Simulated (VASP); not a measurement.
# Rh (I4/mmm) in VASP: notebook

Runs on Rh. Level: r2SCAN. Tasks: single point.

Everything below comes from runs of VASP 6.6.1. Logs are shortened: lines on timing, memory, paths and dates and some standing lists are left out, and cuts for length are marked.

## Step 1: The cell of the first run

The structure is tetragonal, space group I4/mmm (No. 139). The conventional cell has a = 2.770 Å, b = 2.770 Å, c = 3.746 Å, α = 90.00°, β = 90.00°, γ = 90.00°. Within 3.6 Å of Rh (site symmetry 4/mmm) lie 12 Rh at 2.71 to 2.77 Å.

## Step 2: Single point, r2SCAN (strain +0.030 along x and y, -0.015 along z)

POSCAR

```
Rh
1.0
    0.0000000000      1.9585965000      1.8730267500
    1.9585965000      0.0000000000      1.8730267500
    1.9585965000      1.9585965000      0.0000000000
Rh
1
Direct
    0.0000000000      0.0000000000      0.0000000000
```

INCAR.step1

```
ALGO     = Normal         # electronic algorithm
EDIFF    = 1E-4           # SCF threshold, eV
ENCUT    = 520            # plane-wave cutoff, eV
GGA      = PE             # functional
ISMEAR   = 0              # smearing method
LASPH    = T              # aspherical terms in the spheres
LCHARG   = F              # write CHGCAR
LREAL    = F              # projectors in reciprocal space
LWAVE    = T              # write WAVECAR
NBANDS   = 14             # bands
NELM     = 100            # most SCF steps
PREC     = Accurate       # precision mode
SIGMA    = 0.15           # smearing width, eV
```

INCAR.step2

```
ALGO     = Normal         # electronic algorithm
EDIFF    = 1E-6           # SCF threshold, eV
ENCUT    = 520            # plane-wave cutoff, eV
ISIF     = 2              # what is computed and relaxed
ISMEAR   = 0              # smearing method
ISTART   = 1            
LASPH    = T              # aspherical terms in the spheres
LCHARG   = F              # write CHGCAR
LMIXTAU  = T            
LREAL    = F              # projectors in reciprocal space
LWAVE    = F              # write WAVECAR
METAGGA  = R2SCAN         # meta-GGA
NBANDS   = 14             # bands
NELM     = 100            # most SCF steps
PREC     = Accurate       # precision mode
SIGMA    = 0.15           # smearing width, eV
```

KPOINTS

```
k-points
0
Gamma
  22 22 22
```

Potentials or basis: VASP PAW PBE potentials, release 64 (Rh_pv).

Launch:

```sh
$ cat potpaw_PBE.64/Rh_pv/POTCAR > POTCAR
$ cp INCAR.step1 INCAR
$ mpirun -np 1 vasp_std > vasp.out
$ cp INCAR.step2 INCAR
$ mpirun -np 1 vasp_std > vasp.out
```

OUTCAR:

```text
EDIFF = 1E-6
   ENCUT = 520
   ISIF = 2
   ISMEAR = 0
   ISTART = 1
   LASPH = T
   LREAL = F
   METAGGA = R2SCAN
   NELM = 100
   PREC = Accurate

 ion  position               nearest neighbor table
   1  0.000  0.000  0.000-

  LATTYP: Found a body centered tetragonal cell.
 ALAT       =     2.7698737335
 C/A-ratio  =     1.3524275329

  Lattice vectors:

 A1 = (   0.0000000000,  -1.9585965000,  -1.8730267500)
 A2 = (   0.0000000000,   1.9585965000,  -1.8730267500)
 A3 = (   1.9585965000,   0.0000000000,   1.8730267500)

Analysis of symmetry for initial positions (statically):
=====================================================================
 Subroutine PRICEL returns:
 Original cell was already a primitive cell.

 Routine SETGRP: Setting up the symmetry group for a
 body centered tetragonal supercell.

 Subroutine GETGRP returns: Found 16 space group operations
 (whereof 16 operations were pure point group operations)
 out of a pool of 16 trial point group operations.

The static configuration has the point symmetry D_4h.

Analysis of symmetry for dynamics (positions and initial velocities):
=====================================================================
 Subroutine PRICEL returns:
 Original cell was already a primitive cell.

 Routine SETGRP: Setting up the symmetry group for a
 body centered tetragonal supercell.

 Subroutine GETGRP returns: Found 16 space group operations
 (whereof 16 operations were pure point group operations)
 out of a pool of 16 trial point group operations.

The dynamic configuration has the point symmetry D_4h.

 Subroutine INISYM returns: Found 16 space group operations
 (whereof 16 operations are pure point group operations),
 and found     1 'primitive' translations

----------------------------------------------------------------------------------------

                                     Primitive cell

  volume of cell :      14.3702

  direct lattice vectors                    reciprocal lattice vectors
     0.000000000  1.958596500  1.873026750    -0.255284843  0.255284843  0.266947602
     1.958596500  0.000000000  1.873026750     0.255284843 -0.255284843  0.266947602
     1.958596500  1.958596500  0.000000000     0.255284843  0.255284843 -0.266947602

  length of vectors
     2.710042335  2.710042335  2.769873734     0.449000807  0.449000807  0.449000807

  position of ions in fractional coordinates (direct lattice)
     0.000000000  0.000000000  0.000000000

  ion indices of the primitive-cell ions
   primitive index   ion index
                 1           1

----------------------------------------------------------------------------------------

 KPOINTS: k-points

Automatic generation of k-mesh.
 Grid dimensions read from file:
 generate k-points for:   22   22   22

 Generating k-lattice:

  Cartesian coordinates                     Fractional coordinates (reciprocal lattice)
    -0.011603856  0.011603856  0.012133982     0.045454545  0.000000000  0.000000000
     0.011603856 -0.011603856  0.012133982     0.000000000  0.045454545  0.000000000
     0.011603856  0.011603856 -0.012133982     0.000000000  0.000000000  0.045454545

  Length of vectors
     0.020409128  0.020409128  0.020409128

  Shift w.r.t. Gamma in fractional coordinates (k-lattice)
     0.000000000  0.000000000  0.000000000

 Subroutine IBZKPT returns following result:
 ===========================================

 Found    834 irreducible k-points:

 Following reciprocal coordinates:
            Coordinates               Weight
  0.000000  0.000000  0.000000      1.000000
  0.045455  0.000000  0.000000      8.000000
  0.090909  0.000000  0.000000      8.000000
  0.136364  0.000000  0.000000      8.000000
  0.181818  0.000000  0.000000      8.000000
  0.227273  0.000000  0.000000      8.000000
[... 16 lines left out ...]
  0.500000  0.045455  0.000000      8.000000
 -0.454545  0.045455  0.000000      8.000000
 [... further k-points ...]
   k-points           NKPTS =    834   k-points in BZ     NKDIM =    834   number of bands    NBANDS=     14
   number of dos      NEDOS =    301   number of ions     NIONS =      1
   total plane-waves  NPLWV =   9600
   dimension x,y,z NGX =    20 NGY =   20 NGZ =   24
   dimension x,y,z NGXF=    40 NGYF=   40 NGZF=   48
   ions per type =               1
   NGX,Y,Z   is equivalent  to a cutoff of  12.27, 12.27, 14.40 a.u.
   NGXF,Y,Z  is equivalent  to a cutoff of  24.54, 24.54, 28.81 a.u.
 SYSTEM =  unknown system
   PREC   = accura    normal or accurate (medium, high low for compatibility)
   ISTART =      1    job   : 0-new  1-cont  2-samecut
   ICHARG =      0    charge: 1-file 2-atom 10-const
   ISPIN  =      1    spin polarized calculation?
   LNONCOLLINEAR =      F non collinear calculations
   LSORBIT =      F    spin-orbit coupling
   LASPH  =      T    aspherical Exc in radial PAW
   ENCUT  =  520.0 eV  38.22 Ry    6.18 a.u.   5.04  5.04  5.15*2*pi/ulx,y,z
   NELM   =    100;   NELMIN=  2; NELMDL=  0     # of ELM steps
   EDIFF  = 0.1E-05   stopping-criterion for ELM
   LREAL  =      F    real-space projection
   EDIFFG = 0.1E-04   stopping-criterion for IOM
   NSW    =      0    number of steps for IOM
   IBRION =     -1    ionic relax: 0-MD 1-quasi-New 2-CG
   NFREE  =      0    steps in history (QN), initial steepest desc. (CG)
   ISIF   =      2    stress and relaxation
   ISYM   =      2    0-nonsym 1-usesym 2-fastsym
   POTIM  = 0.5000    time-step for ionic-motion
   TEBEG  =    0.0;   TEEND  =   0.0 temperature during run
   PSTRESS=    0.0 pullay stress
   NELECT =      15.0000    total number of electrons
   NUPDOWN=      -1.0000    fix difference up-down
   EMIN   =  10.00;   EMAX   =-10.00  energy-range for DOS
   EFERMI =   0.00;   METHOD = LEGACY
   ISMEAR =     0;   SIGMA  =   0.15  broadening in eV -4-tet -1-fermi 0-gaus
   EFERMI_NEDOS =   21; number of points for ismear=-14 and -15
   IALGO  =     38    algorithm
   IMIX   =      4    mixing-type and parameters
     AMIX     =   0.40;   BMIX     =  1.00
     AMIX_MAG =   1.60;   BMIX_MAG =  1.00
  volume/ion in A,a.u.               =      14.37        96.98
  Fermi-wavevector in a.u.,A,eV,Ry     =   1.660672  3.138216 37.522589  2.757833
  Thomas-Fermi vector in A             =   2.747868
   LORBIT       =      0    0 simple, 1 ext, 2 COOP (PROOUT), +10 PAW based schemes
   METAGGA = R2SCAN    functional components
   LHFCALC =     F    Hartree Fock is set to
   AEXX    =    0.0000 exact exchange contribution
   IVDW    =     0    specifies the selected vdW correction
   LEPSILON=     F    determine dielectric tensor
   LRPA    =     F    only Hartree local field effects (RPA)
 non-spin polarized calculation
 Gauss-broadening in eV      SIGMA  =   0.15
  energy-cutoff  :      520.00
  volume of cell :       14.37
 maximum number of plane-waves:       401
   NGX =  9   NGY =  9   NGZ = 11

 number of electron      14.9999998 magnetization

 Free energy of the ion-electron system (eV)
  ---------------------------------------------------
  ext. energy  EPLUGINS =         0.00000000
  ---------------------------------------------------
  free energy    TOTEN  =       -24.11209834 eV

  energy without entropy =      -24.09646381  energy(sigma->0) =      -24.10428107

 E-fermi :  10.9296     XC(G=0): -14.8747

 val. band max:       10.9291426167   @ k =   0.3182   0.1364   0.0909
 cond. band min:      10.9297087076   @ k =   0.3636   0.0455   0.0000
 fundamental gap:      0.0005660909
 Fermi energy:        10.9296214105

 k-point     1 :       0.0000    0.0000    0.0000
  band No.  band energies     occupation
      1     -36.7735      2.00000
      2     -36.7735      2.00000
      3     -36.7479      2.00000
      4       3.0948      2.00000
      5       7.8424      2.00000
      6       7.8424      2.00000
      7       8.2926      2.00000
      8       9.6533      2.00000
      9      10.1906      2.00000
     10      27.7126      0.00000
     11      28.3963      0.00000
     12      32.7256      0.00000
     13      32.7256      0.00000
     14      34.1000      0.00000

 k-point     2 :       0.0455    0.0000    0.0000
  band No.  band energies     occupation
      1     -36.7842      2.00000
      2     -36.7759      2.00000
      3     -36.7529      2.00000
      4       3.1788      2.00000
      5       7.8317      2.00000
      6       7.8746      2.00000
      7       8.2985      2.00000
      8       9.6406      2.00000
      9      10.1687      2.00000
     10      27.8271      0.00000
     11      28.3961      0.00000
     12      32.4302      0.00000
     13      32.8411      0.00000
     14      34.0016      0.00000

 k-point     3 :       0.0909    0.0000    0.0000
  band No.  band energies     occupation
      1     -36.8219      2.00000
      2     -36.7828      2.00000
      3     -36.7607      2.00000
      4       3.4241      2.00000
      5       7.7840      2.00000
      6       7.9610      2.00000
      7       8.3370      2.00000
      8       9.6145      2.00000
      9      10.1119      2.00000
     10      28.1419      0.00000
     11      28.3962      0.00000
     12      31.4818      0.00000
     13      33.1801      0.00000
     14      34.1446      0.00000
[... 324 lines left out ...]
 k-point    23 :       0.5000    0.0455    0.0000
  band No.  band energies     occupation
      1     -37.4358      2.00000
      2     -36.8928      2.00000
      3     -36.8383      2.00000
      4       5.0404      2.00000
      5       7.6987      2.00000
      6       8.0690      2.00000
      7      10.7049      1.96588
      8      11.6066      0.00000
      9      12.5662      0.00000
     10      19.6056      0.00000
     11      27.3033      0.00000
     12      28.3960      0.00000
     13      32.2295      0.00000
     14      33.0575      0.00000

 k-point    24 :      -0.4545    0.0455    0.0000
  band No.  band energies     occupation
      1     -37.4298      2.00000
      2     -36.8895      2.00000
      3     -36.8403      2.00000
      4       5.0495      2.00000
      5       7.7008      2.00000
      6       8.0764      2.00000
      7      10.7177      1.95428
      8      11.5068      0.00000
      9      12.4538      0.00000
     10      19.7899      0.00000
     11      27.3413      0.00000
     12      28.3961      0.00000
     13      32.5072      0.00000
     14      32.9008      0.00000

 [... further k-points ...]
[... 5 lines left out ...]
  --------------------------------------------------------------------------------------
  -------------------------------------------------------------------------------------
  Total       -1.2026148     -1.2026148     -0.3745040      0.0000000      0.0000000      0.0000000
  in kB     -134.0828434   -134.0828434    -41.7544834      0.0000000      0.0000000      0.0000000
  external PRESSURE =    -103.3067234 kB  Pullay stress =       0.0000000 kB

 VOLUME and BASIS-vectors are now :
 -----------------------------------------------------------------------------
  energy-cutoff  :      520.00
  volume of cell :       14.37
      direct lattice vectors                 reciprocal lattice vectors
     0.000000000  1.958596500  1.873026750    -0.255284843  0.255284843  0.266947602
     1.958596500  0.000000000  1.873026750     0.255284843 -0.255284843  0.266947602
     1.958596500  1.958596500  0.000000000     0.255284843  0.255284843 -0.266947602

 POSITION                                       TOTAL-FORCE (eV/Angst)
 -----------------------------------------------------------------------------------
      0.00000      0.00000      0.00000         0.000000      0.000000     -0.000000
 -----------------------------------------------------------------------------------
    total drift:                                0.000000      0.000000      0.000000

  FREE ENERGIE OF THE ION-ELECTRON SYSTEM (eV)
  ---------------------------------------------------
  free  energy   TOTEN  =       -24.1120983411 eV

  energy  without entropy=      -24.0964638075  energy(sigma->0) =      -24.10428107
```

Run time: 5.9 min. Hardware: 1 thread of Intel Xeon Platinum 8124M at 3.00GHz (Skylake/Cascade Lake), shared host; peak memory 0.26 GiB.

What came out:

* Free energy: -24.1121 eV
* Pressure: -10.3 GPa
* Band gap on the k mesh: zero (an odd number of electrons rules out a gap without spin polarisation)

Levels at points of the mesh, in eV from the Fermi level:
| k point | band 4 | band 5 | band 6 | band 7 | band 8 | band 9 | band 10 | band 11 |
| --- | --- | --- | --- | --- | --- | --- | --- | --- |
| (0.00, 0.00, 0.00) | -7.83 | -3.09 | -3.09 | -2.64 | -1.28 | -0.74 | 16.78 | 17.47 |
| (0.50, 0.00, 0.00) | -5.95 | -3.29 | -2.80 | 0.43 | 0.68 | 0.97 | 8.65 | 16.25 |
| (0.50, 0.50, 0.00) | -6.12 | -5.79 | 0.47 | 1.00 | 1.00 | 4.10 | 13.17 | 13.19 |
| (0.50, 0.00, 0.50) | -6.11 | -5.73 | 0.47 | 0.77 | 1.15 | 3.12 | 11.90 | 13.81 |

Caveat: the cell differs from its parent crystal (strain +0.030 along x and y, -0.015 along z); the stress differs along the axes, from -13 to -4 GPa; the PAW data sets were made with another functional, which shifts forces and pressure a little.

[end of part 1 of 2]
